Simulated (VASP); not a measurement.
# Rb (P6_3/mmc) in VASP: further runs

The runs below take Rb through single point, with PBEsol.

All numbers are computed with VASP 6.6.1; they aren't measurements. Logs are shortened: lines on timing, memory, paths and dates and some standing lists are left out, and cuts for length are marked.

### Step 1. The cell of the first run

Symmetry: P6_3/mmc, No. 194, hexagonal system. Conventional cell: a = 5.162 Å, b = 5.162 Å, c = 8.310 Å, α = 90.00°, β = 90.00°, γ = 120.00°.

### Step 2. Single point, PBEsol (strained)

INCAR reads:

```
PREC = Accurate ; ENCUT = 520
EDIFF = 1E-6 ; ISMEAR = 0
SIGMA = 0.1 ; LREAL = False
LASPH = True ; NELM = 60
ALGO = Fast ; ISIF = 2
LWAVE = False ; LCHARG = True
GGA = PS ; LELF = True
LVHAR = True ; NBANDS = 16
```

KPOINTS reads:

```
regular mesh
0
Gamma
  9 9 6
```

POSCAR reads:

```
Rb
1.0
    5.1615280385      0.0000000000      0.0000000000
   -2.5807640193      4.4700144037      0.0000000000
    0.0000000000      0.0000000000      8.3104462961
Rb
2
Direct
    0.3333333300      0.6666666700      0.2500000000
    0.6666666700      0.3333333300      0.7500000000
```

Potentials or basis: VASP PAW PBE potentials, release 64 (Rb_sv).

On the command line:

```sh
cat potpaw_PBE.64/Rb_sv/POTCAR > POTCAR
mpirun -np 1 vasp_std > vasp.out
```

OUTCAR:

```text
PREC = Accurate
   ENCUT = 520
   EDIFF = 1E-6
   ISMEAR = 0
   LREAL = False
   LASPH = True
   NELM = 60
   ISIF = 2
   GGA = PS

 ion  position               nearest neighbor table
   1  0.333  0.667  0.250-   2 5.11   2 5.11   2 5.11   2 5.11   2 5.11   2 5.11
   2  0.667  0.333  0.750-   1 5.11   1 5.11   1 5.11   1 5.11   1 5.11   1 5.11

  LATTYP: Found a hexagonal cell.
 ALAT       =     5.1615280385
 C/A-ratio  =     1.6100748139

  Lattice vectors:

 A1 = (   5.1615280385,   0.0000000000,   0.0000000000)
 A2 = (  -2.5807640193,   4.4700144037,   0.0000000000)
 A3 = (   0.0000000000,   0.0000000000,   8.3104462961)

Analysis of symmetry for initial positions (statically):
=====================================================================
 Subroutine PRICEL returns:
 Original cell was already a primitive cell.

 Routine SETGRP: Setting up the symmetry group for a
 hexagonal supercell.

 Subroutine GETGRP returns: Found 24 space group operations
 (whereof 12 operations were pure point group operations)
 out of a pool of 24 trial point group operations.

The static configuration has the point symmetry D_3d.
 The point group associated with its full space group is D_6h.

Analysis of symmetry for dynamics (positions and initial velocities):
=====================================================================
 Subroutine PRICEL returns:
 Original cell was already a primitive cell.

 Routine SETGRP: Setting up the symmetry group for a
 hexagonal supercell.

 Subroutine GETGRP returns: Found 24 space group operations
 (whereof 12 operations were pure point group operations)
 out of a pool of 24 trial point group operations.

The dynamic configuration has the point symmetry D_3d.
 The point group associated with its full space group is D_6h.

 Subroutine INISYM returns: Found 24 space group operations
 (whereof 12 operations are pure point group operations),
 and found     1 'primitive' translations

----------------------------------------------------------------------------------------

                                     Primitive cell

  volume of cell :     191.7395

  direct lattice vectors                    reciprocal lattice vectors
     5.161528039  0.000000000  0.000000000     0.193741077  0.111856463  0.000000000
    -2.580764019  4.470014404  0.000000000     0.000000000  0.223712926  0.000000000
     0.000000000  0.000000000  8.310446296     0.000000000  0.000000000  0.120330481

  length of vectors
     5.161528039  5.161528039  8.310446296     0.223712926  0.223712926  0.120330481

  position of ions in fractional coordinates (direct lattice)
     0.333333330  0.666666670  0.250000000
     0.666666670  0.333333330  0.750000000

  ion indices of the primitive-cell ions
   primitive index   ion index
                 1           1
                 2           2

----------------------------------------------------------------------------------------

 KPOINTS: regular mesh

Automatic generation of k-mesh.
 Grid dimensions read from file:
 generate k-points for:    9    9    6

 Generating k-lattice:

  Cartesian coordinates                     Fractional coordinates (reciprocal lattice)
     0.021526786  0.012428496  0.000000000     0.111111111 -0.000000000  0.000000000
     0.000000000  0.024856992  0.000000000     0.000000000  0.111111111  0.000000000
     0.000000000  0.000000000  0.020055080     0.000000000  0.000000000  0.166666667

  Length of vectors
     0.024856992  0.024856992  0.020055080

  Shift w.r.t. Gamma in fractional coordinates (k-lattice)
     0.000000000  0.000000000  0.000000000

 Subroutine IBZKPT returns following result:
 ===========================================

 Found     48 irreducible k-points:

 Following reciprocal coordinates:
            Coordinates               Weight
  0.000000  0.000000  0.000000      1.000000
  0.111111 -0.000000  0.000000      6.000000
  0.222222 -0.000000  0.000000      6.000000
  0.333333  0.000000  0.000000      6.000000
  0.444444 -0.000000  0.000000      6.000000
  0.111111  0.111111  0.000000      6.000000
[... 16 lines left out ...]
  0.333333  0.222222  0.166667     24.000000
  0.333333  0.333333  0.166667      4.000000
 [... further k-points ...]
   k-points           NKPTS =     48   k-points in BZ     NKDIM =     48   number of bands    NBANDS=     16
   number of dos      NEDOS =    301   number of ions     NIONS =      2
   total plane-waves  NPLWV = 102400
   dimension x,y,z NGX =    40 NGY =   40 NGZ =   64
   dimension x,y,z NGXF=    80 NGYF=   80 NGZF=  128
   ions per type =               2
   NGX,Y,Z   is equivalent  to a cutoff of  12.88, 12.88, 12.80 a.u.
   NGXF,Y,Z  is equivalent  to a cutoff of  25.77, 25.77, 25.61 a.u.
 SYSTEM =  unknown system
   PREC   = accura    normal or accurate (medium, high low for compatibility)
   ISTART =      0    job   : 0-new  1-cont  2-samecut
   ICHARG =      2    charge: 1-file 2-atom 10-const
   ISPIN  =      1    spin polarized calculation?
   LNONCOLLINEAR =      F non collinear calculations
   LSORBIT =      F    spin-orbit coupling
   LASPH  =      T    aspherical Exc in radial PAW
   ENCUT  =  520.0 eV  38.22 Ry    6.18 a.u.   9.60  9.60 15.45*2*pi/ulx,y,z
   NELM   =     60;   NELMIN=  2; NELMDL= -5     # of ELM steps
   EDIFF  = 0.1E-05   stopping-criterion for ELM
   LREAL  =      F    real-space projection
   EDIFFG = 0.1E-04   stopping-criterion for IOM
   NSW    =      0    number of steps for IOM
   IBRION =     -1    ionic relax: 0-MD 1-quasi-New 2-CG
   NFREE  =      0    steps in history (QN), initial steepest desc. (CG)
   ISIF   =      2    stress and relaxation
   ISYM   =      2    0-nonsym 1-usesym 2-fastsym
   POTIM  = 0.5000    time-step for ionic-motion
   TEBEG  =    0.0;   TEEND  =   0.0 temperature during run
   PSTRESS=    0.0 pullay stress
   NELECT =      18.0000    total number of electrons
   NUPDOWN=      -1.0000    fix difference up-down
   EMIN   =  10.00;   EMAX   =-10.00  energy-range for DOS
   EFERMI =   0.00;   METHOD = LEGACY
   ISMEAR =     0;   SIGMA  =   0.10  broadening in eV -4-tet -1-fermi 0-gaus
   EFERMI_NEDOS =   21; number of points for ismear=-14 and -15
   IALGO  =     68    algorithm
   IMIX   =      4    mixing-type and parameters
     AMIX     =   0.40;   BMIX     =  1.00
     AMIX_MAG =   1.60;   BMIX_MAG =  1.00
  volume/ion in A,a.u.               =      95.87       646.96
  Fermi-wavevector in a.u.,A,eV,Ry     =   0.744038  1.406028  7.532085  0.553593
  Thomas-Fermi vector in A             =   1.839295
   LORBIT       =      0    0 simple, 1 ext, 2 COOP (PROOUT), +10 PAW based schemes
   GGA     = PS    functional components
   LHFCALC =     F    Hartree Fock is set to
   AEXX    =    0.0000 exact exchange contribution
   IVDW    =     0    specifies the selected vdW correction
   LEPSILON=     F    determine dielectric tensor
   LRPA    =     F    only Hartree local field effects (RPA)
 non-spin polarized calculation
 RMM-DIIS sequential band-by-band and
 Gauss-broadening in eV      SIGMA  =   0.10
  energy-cutoff  :      520.00
  volume of cell :      191.74
 maximum number of plane-waves:      5203
 NGX is ok and might be reduce to    40
   NGX = 19   NGY = 19   NGZ = 31

 number of electron      18.0000000 magnetization

 Free energy of the ion-electron system (eV)
  ---------------------------------------------------
  ext. energy  EPLUGINS =         0.00000000
  ---------------------------------------------------
  free energy    TOTEN  =        -2.03858584 eV

  energy without entropy =       -2.02737708  energy(sigma->0) =       -2.03298146

 E-fermi :  -0.1498     XC(G=0):  -5.3921

 val. band max:       -0.1913230553   @ k =   0.4444  -0.0000   0.3333
 cond. band min:      -0.1498024305   @ k =   0.3333   0.1111   0.5000
 fundamental gap:      0.0415206248
 Fermi energy:        -0.1498230735

 k-point     1 :       0.0000    0.0000    0.0000
  band No.  band energies     occupation
      1     -29.0454      2.00000
      2     -29.0423      2.00000
      3     -13.1786      2.00000
      4     -13.1102      2.00000
      5     -13.1102      2.00000
      6     -13.0983      2.00000
[... 8 lines left out ...]
     15       3.6440      0.00000
     16       3.6445      0.00000

 k-point     2 :       0.1111   -0.0000    0.0000
  band No.  band energies     occupation
      1     -29.0451      2.00000
      2     -29.0421      2.00000
      3     -13.1755      2.00000
      4     -13.1168      2.00000
      5     -13.1124      2.00000
      6     -13.1052      2.00000
[... 8 lines left out ...]
     15       3.6392      0.00000
     16       3.7373      0.00000

 k-point     3 :       0.2222   -0.0000    0.0000
  band No.  band energies     occupation
      1     -29.0443      2.00000
      2     -29.0418      2.00000
      3     -13.1670      2.00000
      4     -13.1337      2.00000
      5     -13.1223      2.00000
      6     -13.1177      2.00000
[... 8 lines left out ...]
     15       3.5187      0.00000
     16       3.5708      0.00000

 k-point     4 :       0.3333    0.0000    0.0000
  band No.  band energies     occupation
      1     -29.0434      2.00000
      2     -29.0416      2.00000
      3     -13.1554      2.00000
      4     -13.1531      2.00000
      5     -13.1412      2.00000
      6     -13.1235      2.00000
[... 8 lines left out ...]
     15       3.3123      0.00000
     16       3.8082      0.00000
[... 324 lines left out ...]
 k-point    22 :       0.2222    0.2222    0.1667
  band No.  band energies     occupation
      1     -29.0428      2.00000
      2     -29.0416      2.00000
      3     -13.1580      2.00000
      4     -13.1526      2.00000
      5     -13.1373      2.00000
      6     -13.1303      2.00000
[... 8 lines left out ...]
     15       2.4240      0.00000
     16       3.7136      0.00000

 k-point    23 :       0.3333    0.2222    0.1667
  band No.  band energies     occupation
      1     -29.0422      2.00000
      2     -29.0416      2.00000
      3     -13.1613      2.00000
      4     -13.1537      2.00000
      5     -13.1414      2.00000
      6     -13.1305      2.00000
[... 8 lines left out ...]
     15       2.4870      0.00000
     16       3.3686      0.00000

 k-point    24 :       0.3333    0.3333    0.1667
  band No.  band energies     occupation
      1     -29.0418      2.00000
      2     -29.0418      2.00000
      3     -13.1546      2.00000
      4     -13.1508      2.00000
      5     -13.1508      2.00000
      6     -13.1332      2.00000
[... 8 lines left out ...]
     15       2.6879      0.00000
     16       3.4853      0.00000

 [... further k-points ...]
[... 5 lines left out ...]
  --------------------------------------------------------------------------------------
  -------------------------------------------------------------------------------------
  Total       -0.3363975     -0.3363975     -0.2160247      0.0000000     -0.0000000      0.0000000
  in kB       -2.8109417     -2.8109417     -1.8051052      0.0000000     -0.0000000      0.0000000
  external PRESSURE =      -2.4756629 kB  Pullay stress =       0.0000000 kB

 VOLUME and BASIS-vectors are now :
 -----------------------------------------------------------------------------
  energy-cutoff  :      520.00
  volume of cell :      191.74
      direct lattice vectors                 reciprocal lattice vectors
     5.161528039  0.000000000  0.000000000     0.193741077  0.111856463  0.000000000
    -2.580764019  4.470014404  0.000000000     0.000000000  0.223712926  0.000000000
     0.000000000  0.000000000  8.310446296     0.000000000  0.000000000  0.120330481

 POSITION                                       TOTAL-FORCE (eV/Angst)
 -----------------------------------------------------------------------------------
     -0.00000      2.98001      2.07761         0.000000      0.000000      0.000000
      2.58076      1.49000      6.23283        -0.000000     -0.000000      0.000000
 -----------------------------------------------------------------------------------
    total drift:                               -0.000005      0.000003     -0.000000

  FREE ENERGIE OF THE ION-ELECTRON SYSTEM (eV)
  ---------------------------------------------------
  free  energy   TOTEN  =        -2.0385858427 eV

  energy  without entropy=       -2.0273770752  energy(sigma->0) =       -2.03298146
```

Run time: 60 s. Hardware: 1 thread of Intel Xeon 6975P-C (Granite Rapids), shared host; peak memory 0.36 GiB.

Results:

| Property | Result |
| --- | --- |
| Free energy | -2.0386 eV |
| Pressure | -0.2 GPa |
| Band gap on the k mesh | zero (band 9 reaches 0.89 eV, above the bottom of band 10 at -1.42 eV) |

Caveat: the cell differs from its parent crystal (strained); the PAW data sets were made with another functional, which shifts forces and pressure a little.

### Step 3. Single point, PBEsol (strained)

INCAR reads:

```
SYSTEM = Rb
PREC = Accurate ; ENCUT = 520
EDIFF = 1E-6 ; ISMEAR = 0
SIGMA = 0.1 ; LREAL = .FALSE.
LASPH = .TRUE. ; NELM = 60
ALGO = Normal ; ISIF = 2
LWAVE = .FALSE. ; LCHARG = .FALSE.
GGA = PS ; NBANDS = 16
```

KPOINTS reads:

```
Automatic mesh
0
G
  9 9 6
  0 0 0
```

POSCAR reads:

```
Rb
1.0
    4.9338816584      0.0000000000      0.0000000000
   -2.4669408292      4.2728668554      0.0000000000
    0.0000000000      0.0000000000      8.3126412312
Rb
2
Direct
    0.3333333300      0.6666666700      0.2500000000
    0.6666666700      0.3333333300      0.7500000000
```

Potentials or basis: VASP PAW PBE potentials, release 64 (Rb_sv).

On the command line:

```sh
cat potpaw_PBE.64/Rb_sv/POTCAR > POTCAR
mpirun -np 1 vasp_std > vasp.out
```

Wall time 55 s (1 thread of Intel Xeon 6975P-C (Granite Rapids), shared host); peak memory 0.34 GiB.

It converged, with:

```yaml
Free_energy: -2.0548 eV
Pressure: 0.0 GPa
Band_gap_on_the_k_mesh: zero (band 9 reaches 1.12 eV, above the bottom of band 10 at -1.33 eV)
```

Levels at points of the mesh, in eV from the Fermi level:
```
           k point  band 7  band 8  band 9  band 10  band 11  band 12
(0.00, 0.00, 0.00)  -12.89  -12.89   -2.04     0.03     0.58     3.43
(0.00, 0.00, 0.50)  -12.89  -12.89   -1.37    -1.37     2.21     2.21
```

Caveat: the cell differs from its parent crystal (strained); the PAW data sets were made with another functional, which shifts forces and pressure a little.

### Step 4. Single point, PBEsol

This run uses another cell than the first one, of 86.63 Å³/atom, 0.904 times its volume.

INCAR reads:

```
SYSTEM = Rb
ALGO = Normal ; EDIFF = 1E-7
ENCUT = 520 ; GGA = PS
ISIF = 2 ; ISMEAR = 0
LASPH = .True. ; LCHARG = .True.
LELF = .True. ; LREAL = .False.
LVHAR = .True. ; LWAVE = .False.
NBANDS = 16 ; NELM = 60
PREC = Accurate ; SIGMA = 0.1
```

KPOINTS reads:

```
k-points
0
Gamma
  9 9 5
  0 0 0
```

POSCAR reads:

```
Rb
1.0
    4.9706640160      0.0000000000      0.0000000000
   -2.4853320080      4.3047213115      0.0000000000
    0.0000000000      0.0000000000      8.0968544165
Rb
2
Direct
    0.3333333333      0.6666666667      0.2500000000
    0.6666666667      0.3333333333      0.7500000000
```

On the command line:

```sh
cat potpaw_PBE.64/Rb_sv/POTCAR > POTCAR
mpirun -np 1 vasp_std > vasp.out
```

Wall time 72 s (1 thread of Intel Xeon Platinum 8259CL at 2.50GHz (Skylake/Cascade Lake), shared host); peak memory 0.32 GiB.

It converged, with:

| Property | Result |
| --- | --- |
| Free energy | -2.0593 eV |
| Pressure | 0.0 GPa |
| Band gap on the k mesh | zero (band 9 reaches 1.01 eV, above the bottom of band 10 at -1.00 eV) |

Stress tensor (GPa, compression positive):
```
-0.04  0.00  0.00
 0.00 -0.04  0.00
 0.00  0.00  0.07
```

Levels at points of the mesh, in eV from the Fermi level:
| k point | band 7 | band 8 | band 9 | band 10 | band 11 | band 12 |
| --- | --- | --- | --- | --- | --- | --- |
| (0.00, 0.00, 0.00) | -12.89 | -12.89 | -2.06 | 0.10 | 0.67 | 3.49 |

Caveat: the PAW data sets were made with another functional, which shifts forces and pressure a little.

### Step 5. Overview

```tsv
cell	k mesh	gap on the mesh (eV)	pressure (GPa)
a = 5.162, b = 5.162, c = 8.310 Å, angles 90.0, 90.0, 120.0°, 2 atoms	9 × 9 × 6	none	-0.2
a = 4.934, b = 4.934, c = 8.313 Å, angles 90.0, 90.0, 120.0°, 2 atoms	9 × 9 × 6	none	0.0
a = 4.971, b = 4.971, c = 8.097 Å, angles 90.0, 90.0, 120.0°, 2 atoms	9 × 9 × 5	none	0.0
```

Alike in all rows: task single point; level PBEsol; potentials or basis VASP PAW PBE potentials, release 64 (Rb_sv); no spin polarisation; cutoff (eV) 520; smearing gaussian 0.1 eV.

Caveats: the PAW data sets were made with another functional, which shifts forces and pressure a little.

Absolute energies hang on the potentials; compare differences alone.
